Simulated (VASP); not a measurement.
# KNi (Cmmm) in VASP: a series of runs

The runs below take KNi through single point, with PBE.

Program: VASP 6.6.1. These are calculated values, not measurements. Logs are shortened: lines on timing, memory, paths and dates and some standing lists are left out, and cuts for length are marked.

### 1 The cell of the first run

Symmetry: Cmmm, No. 65, orthorhombic system. The conventional cell has a = 3.333 Å, b = 4.943 Å, c = 4.760 Å, α = 90.00°, β = 90.00°, γ = 90.00°. K (site symmetry mmm) has 8 Ni at 2.91 to 3.43 Å and 6 K at 2.98 to 3.33 Å within 3.8 Å. Ni (site symmetry mmm) has 8 K at 2.91 to 3.43 Å and 6 Ni at 2.98 to 3.33 Å within 3.8 Å.

### 2 Single point, PBE, collinear spin, ferromagnetic start (19.61 Å³/atom)

Contents of INCAR:

```
PREC     = Accurate       # precision mode
ENCUT    = 520            # plane-wave cutoff, eV
EDIFF    = 1E-6           # SCF threshold, eV
ISMEAR   = -1             # smearing method
SIGMA    = 0.05           # smearing width, eV
LREAL    = False          # projectors in reciprocal space
LASPH    = True           # aspherical terms in the spheres
NELM     = 150            # most SCF steps
ALGO     = Normal         # electronic algorithm
ISIF     = 2              # what is computed and relaxed
LWAVE    = False          # write WAVECAR
LCHARG   = True           # write CHGCAR
ISPIN    = 2              # spin polarisation
MAGMOM   = 0 1            # initial moments
LORBIT   = 11             # projections on sites
LMAXMIX  = 4              # l up to which the mixer works
GGA      = PE             # functional
LELF     = True           # ELF
LVHAR    = True         
NBANDS   = 20             # bands
```

Contents of KPOINTS:

```
Automatic mesh
0
Gamma
  9 9 6
```

Contents of POSCAR:

```
KNi
1.0
    1.6666307476     -2.4713956778      0.0000000000
    1.6666307476      2.4713956778      0.0000000000
    0.0000000000      0.0000000000      4.7598808528
K Ni
1 1
Direct
    0.5000000000      0.5000000000      0.5000000000
    0.0000000000      0.0000000000      0.0000000000
```

Potentials or basis: VASP PAW PBE potentials, release 64 (K_sv, Ni).

Started as:

```bash
$ cat potpaw_PBE.64/K_sv/POTCAR potpaw_PBE.64/Ni/POTCAR > POTCAR
$ mpirun -np 1 vasp_std > vasp.out
```

OUTCAR:

```text
PREC = Accurate
   ENCUT = 520
   EDIFF = 1E-6
   ISMEAR = -1
   LREAL = False
   LASPH = True
   NELM = 150
   ISIF = 2
   ISPIN = 2
   LORBIT = 11
   GGA = PE

 ion  position               nearest neighbor table
   1  0.500  0.500  0.500-   2 2.91   2 2.91   2 2.91   2 2.91   2 3.43   2 3.43   2 3.43   2 3.43

   2  0.000  0.000  0.000-   1 2.91   1 2.91   1 2.91   1 2.91   1 3.43   1 3.43   1 3.43   1 3.43

  LATTYP: Found a base centered orthorhombic cell.
 ALAT       =     3.3332614952
 B/A-ratio  =     1.4828693647
 C/A-ratio  =     1.4279950312

  Lattice vectors:

 A1 = (   1.6666307476,  -2.4713956778,   0.0000000000)
 A2 = (   1.6666307476,   2.4713956778,   0.0000000000)
 A3 = (   0.0000000000,   0.0000000000,   4.7598808528)

Analysis of symmetry for initial positions (statically):
=====================================================================
 Subroutine PRICEL returns:
 Original cell was already a primitive cell.

 Routine SETGRP: Setting up the symmetry group for a
 base centered orthorhombic supercell.

 Subroutine GETGRP returns: Found  8 space group operations
 (whereof  8 operations were pure point group operations)
 out of a pool of  8 trial point group operations.

The static configuration has the point symmetry D_2h.

Analysis of symmetry for dynamics (positions and initial velocities):
=====================================================================
 Subroutine PRICEL returns:
 Original cell was already a primitive cell.

 Routine SETGRP: Setting up the symmetry group for a
 base centered orthorhombic supercell.

 Subroutine GETGRP returns: Found  8 space group operations
 (whereof  8 operations were pure point group operations)
 out of a pool of  8 trial point group operations.

The dynamic configuration has the point symmetry D_2h.

Analysis of structural, dynamic, and magnetic symmetry:
=====================================================================
 Subroutine PRICEL returns:
 Original cell was already a primitive cell.

 Routine SETGRP: Setting up the symmetry group for a
 base centered orthorhombic supercell.

 Subroutine GETGRP returns: Found  8 space group operations
 (whereof  8 operations were pure point group operations)
 out of a pool of  8 trial point group operations.

The overall configuration has the point symmetry D_2h.

 Subroutine INISYM returns: Found  8 space group operations
 (whereof  8 operations are pure point group operations),
 and found     1 'primitive' translations

----------------------------------------------------------------------------------------

                                     Primitive cell

  volume of cell :      39.2110

  direct lattice vectors                    reciprocal lattice vectors
     1.666630748 -2.471395678  0.000000000     0.300006466 -0.202314831  0.000000000
     1.666630748  2.471395678  0.000000000     0.300006466  0.202314831  0.000000000
     0.000000000  0.000000000  4.759880853     0.000000000  0.000000000  0.210089292

  length of vectors
     2.980847974  2.980847974  4.759880853     0.361849652  0.361849652  0.210089292

  position of ions in fractional coordinates (direct lattice)
     0.500000000  0.500000000  0.500000000
     0.000000000  0.000000000  0.000000000

  ion indices of the primitive-cell ions
   primitive index   ion index
                 1           1
                 2           2

----------------------------------------------------------------------------------------

 KPOINTS: Automatic mesh

Automatic generation of k-mesh.
 Grid dimensions read from file:
 generate k-points for:    9    9    6

 Generating k-lattice:

  Cartesian coordinates                     Fractional coordinates (reciprocal lattice)
     0.033334052 -0.022479426  0.000000000     0.111111111 -0.000000000  0.000000000
     0.033334052  0.022479426  0.000000000    -0.000000000  0.111111111  0.000000000
     0.000000000  0.000000000  0.035014882     0.000000000  0.000000000  0.166666667

  Length of vectors
     0.040205517  0.040205517  0.035014882

  Shift w.r.t. Gamma in fractional coordinates (k-lattice)
     0.000000000  0.000000000  0.000000000

 Subroutine IBZKPT returns following result:
 ===========================================

 Found    100 irreducible k-points:

 Following reciprocal coordinates:
            Coordinates               Weight
  0.000000  0.000000  0.000000      1.000000
  0.111111  0.000000  0.000000      4.000000
  0.222222  0.000000  0.000000      4.000000
  0.333333 -0.000000  0.000000      4.000000
  0.444444  0.000000  0.000000      4.000000
  0.111111  0.111111  0.000000      2.000000
[... 16 lines left out ...]
 -0.333333  0.333333  0.000000      2.000000
  0.444444  0.444444  0.000000      2.000000
 [... further k-points ...]
   k-points           NKPTS =    100   k-points in BZ     NKDIM =    100   number of bands    NBANDS=     20
   number of dos      NEDOS =    301   number of ions     NIONS =      2
   total plane-waves  NPLWV =  20736
   dimension x,y,z NGX =    24 NGY =   24 NGZ =   36
   dimension x,y,z NGXF=    48 NGYF=   48 NGZF=   72
   ions per type =               1   1
   NGX,Y,Z   is equivalent  to a cutoff of  13.39, 13.39, 12.57 a.u.
   NGXF,Y,Z  is equivalent  to a cutoff of  26.77, 26.77, 25.15 a.u.
 SYSTEM =  unknown system
   PREC   = accura    normal or accurate (medium, high low for compatibility)
   ISTART =      0    job   : 0-new  1-cont  2-samecut
   ICHARG =      2    charge: 1-file 2-atom 10-const
   ISPIN  =      2    spin polarized calculation?
   LNONCOLLINEAR =      F non collinear calculations
   LSORBIT =      F    spin-orbit coupling
   LASPH  =      T    aspherical Exc in radial PAW
   ENCUT  =  520.0 eV  38.22 Ry    6.18 a.u.   5.54  5.54  8.85*2*pi/ulx,y,z
   NELM   =    150;   NELMIN=  2; NELMDL= -5     # of ELM steps
   EDIFF  = 0.1E-05   stopping-criterion for ELM
   LREAL  =      F    real-space projection
   EDIFFG = 0.1E-04   stopping-criterion for IOM
   NSW    =      0    number of steps for IOM
   IBRION =     -1    ionic relax: 0-MD 1-quasi-New 2-CG
   NFREE  =      0    steps in history (QN), initial steepest desc. (CG)
   ISIF   =      2    stress and relaxation
   ISYM   =      2    0-nonsym 1-usesym 2-fastsym
   POTIM  = 0.5000    time-step for ionic-motion
   TEBEG  =    0.0;   TEEND  =   0.0 temperature during run
   PSTRESS=    0.0 pullay stress
   NELECT =      19.0000    total number of electrons
   NUPDOWN=      -1.0000    fix difference up-down
   EMIN   =  10.00;   EMAX   =-10.00  energy-range for DOS
   EFERMI =   0.00;   METHOD = LEGACY
   ISMEAR =    -1;   SIGMA  =   0.05  broadening in eV -4-tet -1-fermi 0-gaus
   EFERMI_NEDOS =   21; number of points for ismear=-14 and -15
   IALGO  =     38    algorithm
   IMIX   =      4    mixing-type and parameters
     AMIX     =   0.40;   BMIX     =  1.00
     AMIX_MAG =   1.60;   BMIX_MAG =  1.00
  volume/ion in A,a.u.               =      19.61       132.30
  Fermi-wavevector in a.u.,A,eV,Ry     =   1.285849  2.429903 22.495992  1.653409
  Thomas-Fermi vector in A             =   2.417959
   LORBIT       =     11    0 simple, 1 ext, 2 COOP (PROOUT), +10 PAW based schemes
   GGA     = PE    functional components
   LHFCALC =     F    Hartree Fock is set to
   AEXX    =    0.0000 exact exchange contribution
   IVDW    =     0    specifies the selected vdW correction
   LEPSILON=     F    determine dielectric tensor
   LRPA    =     F    only Hartree local field effects (RPA)
 spin polarized calculation
  energy-cutoff  :      520.00
  volume of cell :       39.21
 maximum number of plane-waves:      1091
 NGX is ok and might be reduce to    24
   NGX = 11   NGY = 11   NGZ = 17

 number of electron      18.9999995 magnetization       0.0183686

 number of electron      18.9999995 magnetization      -0.0340922

 Free energy of the ion-electron system (eV)
  ---------------------------------------------------
  ext. energy  EPLUGINS =         0.00000000
  ---------------------------------------------------
  free energy    TOTEN  =        -4.40100963 eV

  energy without entropy =       -4.39058155  energy(sigma->0) =       -4.39579559

 E-fermi :   3.8932     XC(G=0): -10.0367

 val. band max:        3.8889739257   @ k =   0.3333   0.1111   0.5000
 cond. band min:       3.9001683373   @ k =  -0.4444   0.4444   0.5000
 fundamental gap:      0.0111944116
 Fermi energy:         3.8932333619

 spin component 1

 k-point     1 :       0.0000    0.0000    0.0000
  band No.  band energies     occupation
      1     -27.7020      1.00000
      2     -11.0779      1.00000
      3     -10.3788      1.00000
      4     -10.1041      1.00000
      5      -0.7793      1.00000
      6       2.5566      1.00000
[... 12 lines left out ...]
     19      18.4059      0.00000
     20      21.9337      0.00000

 k-point     2 :       0.1111    0.0000    0.0000
  band No.  band energies     occupation
      1     -27.6632      1.00000
      2     -11.0361      1.00000
      3     -10.5699      1.00000
      4     -10.1918      1.00000
      5      -0.4869      1.00000
      6       2.6649      1.00000
[... 12 lines left out ...]
     19      17.9426      0.00000
     20      21.2429      0.00000
[... 465 lines left out ...]
      3     -10.9184      1.00000
      4     -10.6810      1.00000
      5       1.7702      1.00000
      6       2.7147      1.00000
[... 12 lines left out ...]
     19      16.1742      0.00000
     20      18.7136      0.00000

 k-point    24 :       0.4444    0.4444    0.0000
  band No.  band energies     occupation
      1     -27.1951      1.00000
      2     -12.1180      1.00000
      3     -11.1665      1.00000
      4     -10.5438      1.00000
      5       2.3171      1.00000
      6       2.4994      1.00000
[... 12 lines left out ...]
     19      17.0823      0.00000
     20      19.6248      0.00000

 [... further k-points ...]

 spin component 2

 k-point     1 :       0.0000    0.0000    0.0000
  band No.  band energies     occupation
      1     -27.7007      1.00000
      2     -11.0761      1.00000
      3     -10.3776      1.00000
      4     -10.1027      1.00000
      5      -0.7762      1.00000
      6       2.5278      1.00000
[... 12 lines left out ...]
     19      18.3896      0.00000
     20      21.9460      0.00000

 k-point     2 :       0.1111    0.0000    0.0000
  band No.  band energies     occupation
      1     -27.6619      1.00000
      2     -11.0344      1.00000
      3     -10.5686      1.00000
      4     -10.1905      1.00000
      5      -0.4839      1.00000
      6       2.6353      1.00000
[... 12 lines left out ...]
     19      17.9395      0.00000
     20      21.2490      0.00000
[... 465 lines left out ...]
      3     -10.9171      1.00000
      4     -10.6795      1.00000
      5       1.7564      1.00000
      6       2.6705      1.00000
[... 12 lines left out ...]
     19      16.1717      0.00000
     20      18.7140      0.00000

 k-point    24 :       0.4444    0.4444    0.0000
  band No.  band energies     occupation
      1     -27.1939      1.00000
      2     -12.1163      1.00000
      3     -11.1652      1.00000
      4     -10.5425      1.00000
      5       2.2647      1.00000
      6       2.4785      1.00000
[... 12 lines left out ...]
     19      17.0856      0.00000
     20      19.6246      0.00000

 [... further k-points ...]

------------------------ aborting loop because EDIFF is reached ----------------------------------------

  FORCE on cell =-STRESS in cart. coord.  units (eV):
  Direction    XX          YY          ZZ          XY          YZ          ZX
  --------------------------------------------------------------------------------------
  -------------------------------------------------------------------------------------
  Total        0.8948948     -0.0904475      2.0657598      0.0000000      0.0000000      0.0000000
  in kB       36.5657791     -3.6957236     84.4078133      0.0000000      0.0000000      0.0000000
  external PRESSURE =      39.0926229 kB  Pullay stress =       0.0000000 kB

 VOLUME and BASIS-vectors are now :
 -----------------------------------------------------------------------------
  energy-cutoff  :      520.00
  volume of cell :       39.21
      direct lattice vectors                 reciprocal lattice vectors
     1.666630748 -2.471395678  0.000000000     0.300006466 -0.202314831  0.000000000
     1.666630748  2.471395678  0.000000000     0.300006466  0.202314831  0.000000000
     0.000000000  0.000000000  4.759880853     0.000000000  0.000000000  0.210089292

 POSITION                                       TOTAL-FORCE (eV/Angst)
 -----------------------------------------------------------------------------------
      1.66663      0.00000      2.37994         0.000000     -0.000000      0.000000
      0.00000      0.00000      0.00000        -0.000000      0.000000      0.000000
 -----------------------------------------------------------------------------------
    total drift:                                0.000000      0.000000     -0.000000

  FREE ENERGIE OF THE ION-ELECTRON SYSTEM (eV)
  ---------------------------------------------------
  free  energy   TOTEN  =        -4.4010096301 eV

  energy  without entropy=       -4.3905815485  energy(sigma->0) =       -4.39579559

 total charge

# of ion       s       p       d       tot
------------------------------------------
    1        1.992   5.572   0.109   7.673
    2        0.450   0.143   8.423   9.016
--------------------------------------------------
tot          2.442   5.715   8.532  16.689

 magnetization (x)

# of ion       s       p       d       tot
------------------------------------------
    1        0.000   0.000   0.001   0.001
    2       -0.000   0.001  -0.041  -0.041
--------------------------------------------------
tot         -0.000   0.001  -0.040  -0.039
```

Wall time 66 s (1 thread of Intel Xeon 6975P-C (Granite Rapids), shared host); peak memory 0.25 GiB.

What came out:

* Free energy: -4.4010 eV
* Pressure: 3.9 GPa
* Net moment: -0.03 μB per cell
* Site moments: K +0.00; Ni -0.04 μB
* Valence electrons inside the program's atomic spheres: K 7.67; Ni 9.02

Levels at points of the mesh, in eV from the Fermi level:
Spin up:
| k point | band 5 | band 6 | band 7 | band 8 | band 9 | band 10 | band 11 | band 12 | band 13 | band 14 |
| --- | --- | --- | --- | --- | --- | --- | --- | --- | --- | --- |
| (0.00, 0.00, 0.00) | -4.67 | -1.34 | -1.03 | -0.47 | -0.46 | -0.25 | 2.69 | 3.02 | 5.10 | 7.80 |
| (0.00, 0.00, 0.50) | -3.41 | -1.01 | -0.85 | -0.74 | -0.41 | -0.35 | -0.27 | 4.32 | 5.05 | 7.69 |
Spin down:
```
           k point  band 6  band 7  band 8  band 9  band 10  band 11  band 12  band 13  band 14  band 15
(0.00, 0.00, 0.00)   -1.37   -1.06   -0.53   -0.50    -0.29     2.69     3.02     5.10     7.80     9.19
(0.00, 0.00, 0.50)   -1.04   -0.84   -0.78   -0.47    -0.38    -0.30     4.32     5.05     7.69     8.20
```

Caveat: the stress differs along the axes, from -0 to 8 GPa; the moments typed at the start vanished in this run.

### 3 Single point, PBE, collinear spin, ferromagnetic start (20.02 Å³/atom)

This run uses another cell than the first one, of 20.02 Å³/atom.

Contents of INCAR:

```
  PREC = Accurate
  ENCUT = 520
  EDIFF = 1E-7
  ISMEAR = -1
  SIGMA = 0.05
  LREAL = False
  LASPH = True
  NELM = 150
  ALGO = Fast
  ISIF = 2
  LWAVE = False
  LCHARG = False
  ISPIN = 2
  MAGMOM = 0 1
  LORBIT = 11
  LMAXMIX = 4
  GGA = PE
  NBANDS = 20
```

KPOINTS is that of step 2.

Contents of POSCAR:

```
KNi
1.0
    1.6783679706     -2.4888004461      0.0000000000
    1.6783679706      2.4888004461      0.0000000000
    0.0000000000      0.0000000000      4.7934022450
K Ni
1 1
Direct
    0.5000000000      0.5000000000      0.5000000000
    0.0000000000      0.0000000000      0.0000000000
```

Potentials or basis: VASP PAW PBE potentials, release 64 (K_sv, Ni).

Started as:

```bash
$ cat potpaw_PBE.64/K_sv/POTCAR potpaw_PBE.64/Ni/POTCAR > POTCAR
$ mpirun -np 1 vasp_std > vasp.out
```

Wall time 2.1 min (1 thread of Intel Xeon 6975P-C (Granite Rapids), shared host); peak memory 0.25 GiB.

Results (log left out):

```
Free energy                                           : -4.4197 eV
Pressure                                              : 3.2 GPa
Net moment                                            : -0.05 μB per cell
Site moments                                          : K +0.00; Ni -0.06 μB
Valence electrons inside the program's atomic spheres : K 7.67; Ni 9.01
```

Stress tensor (GPa, compression positive):
```
 3.17  0.00  0.00
 0.00 -0.87  0.00
 0.00  0.00  7.31
```

Levels at points of the mesh, in eV from the Fermi level:
Spin up:
| k point | band 5 | band 6 | band 7 | band 8 | band 9 | band 10 | band 11 | band 12 | band 13 | band 14 |
| --- | --- | --- | --- | --- | --- | --- | --- | --- | --- | --- |
| (0.00, 0.00, 0.00) | -4.62 | -1.29 | -0.99 | -0.45 | -0.43 | -0.24 | 2.66 | 2.93 | 5.10 | 7.75 |
| (0.00, 0.00, 0.50) | -3.38 | -0.97 | -0.89 | -0.72 | -0.38 | -0.34 | -0.25 | 4.32 | 5.05 | 7.64 |
Spin down:
```csv
k point,band 8,band 9,band 10,band 11,band 12,band 13
"(0.00, 0.00, 0.00)",-0.53,-0.48,-0.28,2.65,2.95,5.11
"(0.00, 0.00, 0.50)",-0.77,-0.48,-0.37,-0.30,4.33,5.05
```

Caveat: the stress differs along the axes, from -1 to 7 GPa.
